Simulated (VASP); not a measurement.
# Ta2MnSe6 (Fm-3m) in VASP: further runs

Ta2MnSe6 is run at these levels: PBE; tasks: single point.

All numbers are computed with VASP 6.6.1; they aren't measurements. Logs are shortened: lines on timing, memory, paths and dates and some standing lists are left out, and cuts for length are marked.

## (1) The cell of the first run

Symmetry: Fm-3m, No. 225, cubic system. Conventional cell: a = 8.996 Å, b = 8.996 Å, c = 8.996 Å, α = 90.00°, β = 90.00°, γ = 90.00°. Ta (site symmetry -43m) has 12 Se at 3.18 Å and 4 Mn at 3.90 Å within 4.2 Å. Mn (site symmetry m-3m) has 6 Se at 2.33 Å within 3.1 Å. Se (site symmetry 4mm) has 1 Mn at 2.33 Å and 8 Se at 3.07 to 3.29 Å and 4 Ta at 3.18 Å within 3.3 Å.

## (2) Single point, PBE, collinear spin, ferromagnetic start (atoms taken out)

The input, INCAR:

```
SYSTEM = Ta2MnSe6
ALGO = Normal
EDIFF = 1E-6
ENCUT = 520
GGA = PE
ISIF = 2
ISMEAR = 0
ISPIN = 2
LASPH = .True.
LCHARG = .False.
LMAXMIX = 4
LORBIT = 11
LREAL = .False.
LWAVE = .False.
MAGMOM = 0 0 4 0 0 0 0 0 0
NBANDS = 50
NELM = 150
PREC = Accurate
SIGMA = 0.1
```

The input, KPOINTS:

```
k-points
0
Gamma
  4 4 4
  0 0 0
```

The input, POSCAR:

```
Ta2MnSe6
1.0
    0.0000000000      4.4978864027      4.4978864027
    4.4978864027      0.0000000000      4.4978864027
    4.4978864027      4.4978864027      0.0000000000
Ta Mn Se
2 1 6
Direct
    0.2500000000      0.2500000000      0.2500000000
    0.7500000000      0.7500000000      0.7500000000
    0.0000000000      0.0000000000      0.0000000000
    0.7413408900      0.2586591100      0.2586591100
    0.2586591100      0.7413408900      0.7413408900
    0.2586591100      0.7413408900      0.2586591100
    0.7413408900      0.2586591100      0.7413408900
    0.2586591100      0.2586591100      0.7413408900
    0.7413408900      0.7413408900      0.2586591100
```

Potentials or basis: VASP PAW PBE potentials, release 64 (Ta_pv, Mn_pv, Se).

Started as:

```bash
$ cat potpaw_PBE.64/Ta_pv/POTCAR potpaw_PBE.64/Mn_pv/POTCAR potpaw_PBE.64/Se/POTCAR > POTCAR
$ mpirun -np 1 vasp_std > vasp.out
```

OUTCAR:

```text
SYSTEM = Ta2MnSe6
   EDIFF = 1E-6
   ENCUT = 520
   GGA = PE
   ISIF = 2
   ISMEAR = 0
   ISPIN = 2
   LASPH = .True.
   LORBIT = 11
   LREAL = .False.
   NELM = 150
   PREC = Accurate

 ion  position               nearest neighbor table
   1  0.250  0.250  0.250-   8 3.18   6 3.18   4 3.18   5 3.18   7 3.18   9 3.18   5 3.18   7 3.18
                             9 3.18   4 3.18   6 3.18   8 3.18
   2  0.750  0.750  0.750-   5 3.18   7 3.18   9 3.18   8 3.18   4 3.18   6 3.18   6 3.18   8 3.18
                             4 3.18   7 3.18   5 3.18   9 3.18
   3  0.000  0.000  0.000-   5 2.33   7 2.33   9 2.33   4 2.33   8 2.33   6 2.33
   4  0.741  0.259  0.259-   3 2.33   1 3.18   2 3.18   2 3.18   1 3.18
   5  0.259  0.741  0.741-   3 2.33   2 3.18   1 3.18   1 3.18   2 3.18
   6  0.259  0.741  0.259-   3 2.33   1 3.18   2 3.18   2 3.18   1 3.18
   7  0.741  0.259  0.741-   3 2.33   2 3.18   1 3.18   1 3.18   2 3.18
   8  0.259  0.259  0.741-   3 2.33   1 3.18   2 3.18   2 3.18   1 3.18
   9  0.741  0.741  0.259-   3 2.33   2 3.18   1 3.18   1 3.18   2 3.18

  LATTYP: Found a face centered cubic cell.
 ALAT       =     8.9957728054

  Lattice vectors:

 A1 = (   0.0000000000,   4.4978864027,   4.4978864027)
 A2 = (   4.4978864027,   0.0000000000,   4.4978864027)
 A3 = (   4.4978864027,   4.4978864027,   0.0000000000)

Analysis of symmetry for initial positions (statically):
=====================================================================
 Subroutine PRICEL returns:
 Original cell was already a primitive cell.

 Routine SETGRP: Setting up the symmetry group for a
 face centered cubic supercell.

 Subroutine GETGRP returns: Found 48 space group operations
 (whereof 48 operations were pure point group operations)
 out of a pool of 48 trial point group operations.

The static configuration has the point symmetry O_h .

Analysis of symmetry for dynamics (positions and initial velocities):
=====================================================================
 Subroutine PRICEL returns:
 Original cell was already a primitive cell.

 Routine SETGRP: Setting up the symmetry group for a
 face centered cubic supercell.

 Subroutine GETGRP returns: Found 48 space group operations
 (whereof 48 operations were pure point group operations)
 out of a pool of 48 trial point group operations.

The dynamic configuration has the point symmetry O_h .

Analysis of structural, dynamic, and magnetic symmetry:
=====================================================================
 Subroutine PRICEL returns:
 Original cell was already a primitive cell.

 Routine SETGRP: Setting up the symmetry group for a
 face centered cubic supercell.

 Subroutine GETGRP returns: Found 48 space group operations
 (whereof 48 operations were pure point group operations)
 out of a pool of 48 trial point group operations.

The overall configuration has the point symmetry O_h .

 Subroutine INISYM returns: Found 48 space group operations
 (whereof 48 operations are pure point group operations),
 and found     1 'primitive' translations

----------------------------------------------------------------------------------------

                                     Primitive cell

  volume of cell :     181.9933

  direct lattice vectors                    reciprocal lattice vectors
     0.000000000  4.497886403  4.497886403    -0.111163323  0.111163323  0.111163323
     4.497886403  0.000000000  4.497886403     0.111163323 -0.111163323  0.111163323
     4.497886403  4.497886403  0.000000000     0.111163323  0.111163323 -0.111163323

  length of vectors
     6.360971953  6.360971953  6.360971953     0.192540524  0.192540524  0.192540524

  position of ions in fractional coordinates (direct lattice)
     0.250000000  0.250000000  0.250000000
     0.750000000  0.750000000  0.750000000
     0.000000000  0.000000000  0.000000000
     0.741340890  0.258659110  0.258659110
     0.258659110  0.741340890  0.741340890
     0.258659110  0.741340890  0.258659110
     0.741340890  0.258659110  0.741340890
     0.258659110  0.258659110  0.741340890
     0.741340890  0.741340890  0.258659110

  ion indices of the primitive-cell ions
   primitive index   ion index
                 1           1
                 2           2
                 3           3
                 4           4
                 5           5
                 6           6
                 7           7
                 8           8
                 9           9

----------------------------------------------------------------------------------------

 KPOINTS: k-points

Automatic generation of k-mesh.
 Grid dimensions read from file:
 generate k-points for:    4    4    4

 Generating k-lattice:

  Cartesian coordinates                     Fractional coordinates (reciprocal lattice)
    -0.027790831  0.027790831  0.027790831     0.250000000  0.000000000  0.000000000
     0.027790831 -0.027790831  0.027790831     0.000000000  0.250000000  0.000000000
     0.027790831  0.027790831 -0.027790831     0.000000000  0.000000000  0.250000000

  Length of vectors
     0.048135131  0.048135131  0.048135131

  Shift w.r.t. Gamma in fractional coordinates (k-lattice)
     0.000000000  0.000000000  0.000000000

 Subroutine IBZKPT returns following result:
 ===========================================

 Found      8 irreducible k-points:

 Following reciprocal coordinates:
            Coordinates               Weight
  0.000000  0.000000  0.000000      1.000000
  0.250000  0.000000  0.000000      8.000000
  0.500000  0.000000  0.000000      4.000000
  0.250000  0.250000  0.000000      6.000000
  0.500000  0.250000  0.000000     24.000000
 -0.250000  0.250000  0.000000     12.000000
  0.500000  0.500000  0.000000      3.000000
 -0.250000  0.500000  0.250000      6.000000
   k-points           NKPTS =      8   k-points in BZ     NKDIM =      8   number of bands    NBANDS=     50
   number of dos      NEDOS =    301   number of ions     NIONS =      9
   total plane-waves  NPLWV = 110592
   dimension x,y,z NGX =    48 NGY =   48 NGZ =   48
   dimension x,y,z NGXF=    96 NGYF=   96 NGZF=   96
   ions per type =               2   1   6
   NGX,Y,Z   is equivalent  to a cutoff of  12.54, 12.54, 12.54 a.u.
   NGXF,Y,Z  is equivalent  to a cutoff of  25.09, 25.09, 25.09 a.u.
 SYSTEM =  Ta2MnSe6
   PREC   = accura    normal or accurate (medium, high low for compatibility)
   ISTART =      0    job   : 0-new  1-cont  2-samecut
   ICHARG =      2    charge: 1-file 2-atom 10-const
   ISPIN  =      2    spin polarized calculation?
   LNONCOLLINEAR =      F non collinear calculations
   LSORBIT =      F    spin-orbit coupling
   LASPH  =      T    aspherical Exc in radial PAW
   ENCUT  =  520.0 eV  38.22 Ry    6.18 a.u.  11.83 11.83 11.83*2*pi/ulx,y,z
   NELM   =    150;   NELMIN=  2; NELMDL= -5     # of ELM steps
   EDIFF  = 0.1E-05   stopping-criterion for ELM
   LREAL  =      F    real-space projection
   EDIFFG = 0.1E-04   stopping-criterion for IOM
   NSW    =      0    number of steps for IOM
   IBRION =     -1    ionic relax: 0-MD 1-quasi-New 2-CG
   NFREE  =      0    steps in history (QN), initial steepest desc. (CG)
   ISIF   =      2    stress and relaxation
   ISYM   =      2    0-nonsym 1-usesym 2-fastsym
   POTIM  = 0.5000    time-step for ionic-motion
   TEBEG  =    0.0;   TEEND  =   0.0 temperature during run
   PSTRESS=    0.0 pullay stress
   NELECT =      71.0000    total number of electrons
   NUPDOWN=      -1.0000    fix difference up-down
   EMIN   =  10.00;   EMAX   =-10.00  energy-range for DOS
   EFERMI =   0.00;   METHOD = LEGACY
   ISMEAR =     0;   SIGMA  =   0.10  broadening in eV -4-tet -1-fermi 0-gaus
   EFERMI_NEDOS =   21; number of points for ismear=-14 and -15
   IALGO  =     38    algorithm
   IMIX   =      4    mixing-type and parameters
     AMIX     =   0.40;   BMIX     =  1.00
     AMIX_MAG =   1.60;   BMIX_MAG =  1.00
  volume/ion in A,a.u.               =      20.22       136.46
  Fermi-wavevector in a.u.,A,eV,Ry     =   1.196215  2.260518 19.468979  1.430930
  Thomas-Fermi vector in A             =   2.332161
   LORBIT       =     11    0 simple, 1 ext, 2 COOP (PROOUT), +10 PAW based schemes
   GGA     = PE    functional components
   LHFCALC =     F    Hartree Fock is set to
   AEXX    =    0.0000 exact exchange contribution
   IVDW    =     0    specifies the selected vdW correction
   LEPSILON=     F    determine dielectric tensor
   LRPA    =     F    only Hartree local field effects (RPA)
 spin polarized calculation
 Gauss-broadening in eV      SIGMA  =   0.10
  energy-cutoff  :      520.00
  volume of cell :      181.99
 maximum number of plane-waves:      4916
   NGX = 23   NGY = 23   NGZ = 23

 number of electron      70.9999983 magnetization       2.0995213

 Free energy of the ion-electron system (eV)
  ---------------------------------------------------
  ext. energy  EPLUGINS =         0.00000000
  ---------------------------------------------------
  free energy    TOTEN  =       -48.69620013 eV

  energy without entropy =      -48.64340070  energy(sigma->0) =      -48.66980041

 E-fermi :   5.7279     XC(G=0): -10.8452

 val. band max:        5.7233705410   @ k =  -0.2500   0.2500   0.0000
 cond. band min:       5.7329215358   @ k =   0.5000   0.2500   0.0000
 fundamental gap:      0.0095509948
 Fermi energy:         5.7279303569

 spin component 1

 k-point     1 :       0.0000    0.0000    0.0000
  band No.  band energies     occupation
      1     -43.8888      1.00000
      2     -43.8888      1.00000
      3     -43.8888      1.00000
      4     -30.1074      1.00000
      5     -30.1074      1.00000
      6     -30.1074      1.00000
[... 39 lines left out ...]
     46       6.5644      0.00000
     47       6.5644      0.00000
[... 308 lines left out ...]
      6     -30.1056      1.00000
[... 39 lines left out ...]
     46       7.7359      0.00000
     47       8.2182      0.00000
 Fermi energy:         5.7279303569

 spin component 2

 k-point     1 :       0.0000    0.0000    0.0000
  band No.  band energies     occupation
      1     -41.2625      1.00000
      2     -41.2625      1.00000
      3     -41.2625      1.00000
      4     -30.2689      1.00000
      5     -30.2689      1.00000
      6     -30.2689      1.00000
[... 39 lines left out ...]
     46       6.6296      0.00000
     47       6.6296      0.00000
[... 308 lines left out ...]
      6     -30.2671      1.00000
[... 39 lines left out ...]
     46       8.2210      0.00000
     47       8.2210      0.00000
 [bands above 47 left out]

------------------------ aborting loop because EDIFF is reached ----------------------------------------

  FORCE on cell =-STRESS in cart. coord.  units (eV):
  Direction    XX          YY          ZZ          XY          YZ          ZX
  --------------------------------------------------------------------------------------
  -------------------------------------------------------------------------------------
  Total       -1.3516989     -1.3516989     -1.3516989     -0.0000000     -0.0000000      0.0000000
  in kB      -11.8996748    -11.8996748    -11.8996748     -0.0000000     -0.0000000      0.0000000
  external PRESSURE =     -11.8996748 kB  Pullay stress =       0.0000000 kB

 VOLUME and BASIS-vectors are now :
 -----------------------------------------------------------------------------
  energy-cutoff  :      520.00
  volume of cell :      181.99
      direct lattice vectors                 reciprocal lattice vectors
     0.000000000  4.497886403  4.497886403    -0.111163323  0.111163323  0.111163323
     4.497886403  0.000000000  4.497886403     0.111163323 -0.111163323  0.111163323
     4.497886403  4.497886403  0.000000000     0.111163323  0.111163323 -0.111163323

 POSITION                                       TOTAL-FORCE (eV/Angst)
 -----------------------------------------------------------------------------------
      2.24894      2.24894      2.24894        -0.000000      0.000000     -0.000000
      6.74683      6.74683      6.74683         0.000000      0.000000     -0.000000
      0.00000      0.00000      0.00000         0.000000      0.000000     -0.000000
      2.32684      4.49789      4.49789        -0.066280      0.000000     -0.000000
      6.66893      4.49789      4.49789         0.066280      0.000000     -0.000000
      4.49789      2.32684      4.49789         0.000000     -0.066280     -0.000000
      4.49789      6.66893      4.49789         0.000000      0.066280     -0.000000
      4.49789      4.49789      2.32684         0.000000      0.000000     -0.066280
      4.49789      4.49789      6.66893         0.000000      0.000000      0.066280
 -----------------------------------------------------------------------------------
    total drift:                               -0.000000     -0.000000     -0.000000

  FREE ENERGIE OF THE ION-ELECTRON SYSTEM (eV)
  ---------------------------------------------------
  free  energy   TOTEN  =       -48.6962001282 eV

  energy  without entropy=      -48.6434007008  energy(sigma->0) =      -48.66980041

 total charge

# of ion       s       p       d       tot
------------------------------------------
    1        0.268   6.001   2.119   8.388
    2        0.268   6.001   2.119   8.388
    3        0.353   6.414   5.182  11.948
    4        1.507   2.224   0.058   3.789
    5        1.507   2.224   0.058   3.789
    6        1.507   2.224   0.058   3.789
    7        1.507   2.224   0.058   3.789
    8        1.507   2.224   0.058   3.789
    9        1.507   2.224   0.058   3.789
--------------------------------------------------
tot          9.932  31.759   9.765  51.455

 magnetization (x)

# of ion       s       p       d       tot
------------------------------------------
    1       -0.001   0.001  -0.242  -0.242
    2       -0.001   0.001  -0.242  -0.242
    3        0.017   0.030   2.442   2.489
    4       -0.000   0.018  -0.000   0.017
    5       -0.000   0.018  -0.000   0.017
    6       -0.000   0.018  -0.000   0.017
    7       -0.000   0.018  -0.000   0.017
    8       -0.000   0.018  -0.000   0.017
    9       -0.000   0.018  -0.000   0.017
--------------------------------------------------
tot          0.014   0.139   1.956   2.110
```

It took 8.6 min on 1 thread of Intel Xeon 8259CL, shared host; peak memory 0.47 GiB.

Results:

| Item | Value |
| --- | --- |
| Free energy | -48.6962 eV |
| Pressure | -1.2 GPa |
| Largest force | 0.066 eV/Å |
| Net moment | 2.10 μB per cell |
| Site moments | Ta -0.24; Mn +2.49; Se +0.02 μB |
| Valence electrons inside the program's atomic spheres | Ta 8.39; Mn 11.95; Se 3.79 |

Forces in eV/Å, atoms in the order of the input:
```
Ta   0.000  0.000  0.000
Ta   0.000  0.000  0.000
Mn   0.000  0.000  0.000
Se  -0.066  0.000  0.000
Se   0.066  0.000  0.000
Se   0.000 -0.066  0.000
Se   0.000  0.066  0.000
Se   0.000  0.000 -0.066
Se   0.000  0.000  0.066
```

Levels at points of the mesh, in eV from the Fermi level:
Spin up:
```tsv
k point	band 34	band 35	band 36	band 37	band 38	band 39	band 40	band 41
(0.00, 0.00, 0.00)	-0.40	-0.08	-0.08	-0.08	0.29	0.29	0.29	0.50
(0.50, 0.00, 0.00)	-0.42	-0.11	-0.10	-0.05	-0.05	0.26	0.26	0.32
(0.50, 0.50, 0.00)	-0.80	-0.80	-0.45	-0.11	0.08	0.11	0.47	0.78
```
Spin down:
| k point | band 31 | band 32 | band 33 | band 34 | band 35 | band 36 | band 37 | band 38 |
| --- | --- | --- | --- | --- | --- | --- | --- | --- |
| (0.00, 0.00, 0.00) | -0.65 | -0.65 | -0.65 | -0.65 | 0.31 | 0.31 | 0.31 | 0.35 |
| (0.50, 0.00, 0.00) | -0.36 | -0.23 | -0.23 | -0.21 | -0.21 | -0.08 | -0.08 | 0.07 |
| (0.50, 0.50, 0.00) | -0.80 | -0.80 | -0.59 | -0.24 | -0.23 | 0.16 | 0.22 | 0.35 |

Caveat: the cell differs from its parent crystal (atoms taken out); spin-orbit coupling is left out, which moves the levels of the heavy elements; a cell with one magnetic atom can't hold antiferromagnetic order, which such compounds often take; semilocal functionals often make such compounds metallic where correlation or magnetic order opens a gap, which also shifts bond lengths.

(Continued in part 2 of 2.)
